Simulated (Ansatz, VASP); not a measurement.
## Two plane-wave programs on KLaSe2

Contents of INCAR:

```
PREC     = Accurate       # precision mode
ENCUT    = 520            # plane-wave cutoff, eV
EDIFF    = 1E-6           # SCF threshold, eV
ISMEAR   = -1             # smearing method
SIGMA    = 0.02           # smearing width, eV
LREAL    = F              # projectors in reciprocal space
LASPH    = T              # aspherical terms in the spheres
NELM     = 60             # most SCF steps
ALGO     = Normal         # electronic algorithm
ISIF     = 2              # what is computed and relaxed
LWAVE    = F              # write WAVECAR
LCHARG   = F              # write CHGCAR
GGA      = PE             # functional
NBANDS   = 42             # bands
```

File KPOINTS:

```
Automatic mesh
0
Gamma
  6 6 6
```

Contents of POSCAR:

```
KLaSe2
1.0
   -3.1185576138      3.1185576138      6.4705840252
    3.1185576138     -3.1185576138      6.4705840252
    3.1185576138      3.1185576138     -6.4705840252
K Se La
2 4 2
Direct
    0.7500000000      0.2500000000      0.5000000000
    0.0000000000      0.0000000000      0.0000000000
    0.4802870157     -0.0197129843      0.5000000000
    0.7302870157      0.7302870157      0.0000000000
    0.0197129843      0.5197129843      0.5000000000
    0.2697129843      0.2697129843      0.0000000000
    0.2500000000      0.7500000000      0.5000000000
    0.5000000000      0.5000000000      0.0000000000
```

Input for Ansatz:

```yaml
crystal:
  lattice:
    - [-3.1185576138, 3.1185576138, 6.4705840252]
    - [3.1185576138, -3.1185576138, 6.4705840252]
    - [3.1185576138, 3.1185576138, -6.4705840252]
  atoms:
    - { symbol: K, position: [0.75, 0.25, 0.5] }
    - { symbol: Se, position: [0.4802870157, -0.0197129843, 0.5] }
    - { symbol: K, position: [0.0, 0.0, 0.0] }
    - { symbol: Se, position: [0.7302870157, 0.7302870157, 0.0] }
    - { symbol: La, position: [0.25, 0.75, 0.5] }
    - { symbol: Se, position: [0.0197129843, 0.5197129843, 0.5] }
    - { symbol: La, position: [0.5, 0.5, 0.0] }
    - { symbol: Se, position: [0.2697129843, 0.2697129843, 0.0] }
kpoints:
  mp_grid: { grid: [6, 6, 6] }
  band_path:
    path:
      - [[0.0, 0.0, 0.0], [-1.561543704623e-17, 1.561543704623e-17, 0.5], [0.25, 0.25, 0.25], [5.197357309152e-17, 0.5, -5.197357309152e-17], [0.0, 0.0, 0.0], [0.5, 0.5, -0.5], [0.3080711718436, 0.6919288281564, -0.3080711718436]]
      - [[-0.3080711718436, 0.3080711718436, 0.3080711718436], [0.0, 0.0, 0.0]]
      - [[-1.561543704623e-17, 1.561543704623e-17, 0.5], [-0.1161423436872, 0.1161423436872, 0.5]]
      - [[0.5, 0.5, -0.1161423436872], [0.5, 0.5, -0.5]]
    npoints: 10
hamiltonian:
  xc: pbe
scf:
  occupations: { method: fermi_dirac, width: 0.02 }
  n_extra_bands: 6
output:
  forces: true
  stress: true
  eigenvalues: true
```

Alike in both runs: task single point; functional PBE; k mesh 6 × 6 × 6; occupations fermi-dirac, width 0.02 eV; no spin polarisation.

|  | VASP | Ansatz |
| --- | --- | --- |
| version | VASP 6.6.1 | Ansatz 0.2.0 |
| potentials or method | VASP PAW PBE potentials, release 64 (K_sv, Se, La) | plane waves, PAW |
| plane-wave cutoff (eV) | 520 | 420 |
| valence electrons in the cell | 64 | 104 |

|  | VASP | Ansatz | Ansatz less VASP |
| --- | --- | --- | --- |
| gap on the k mesh at the Fermi level (eV) | 2.00 | 2.00 | +0.008 |
| pressure (GPa) | 0.4 | 0.4 | -0.02 |
| rms of the force components (eV/Å) | 0.016 | 0.014 | -0.0019 |

VASP's potentials hold 64 valence electrons a cell and Ansatz's 104, so a difference there can come from the potentials and not from the codes.

Spin-orbit coupling is off throughout.
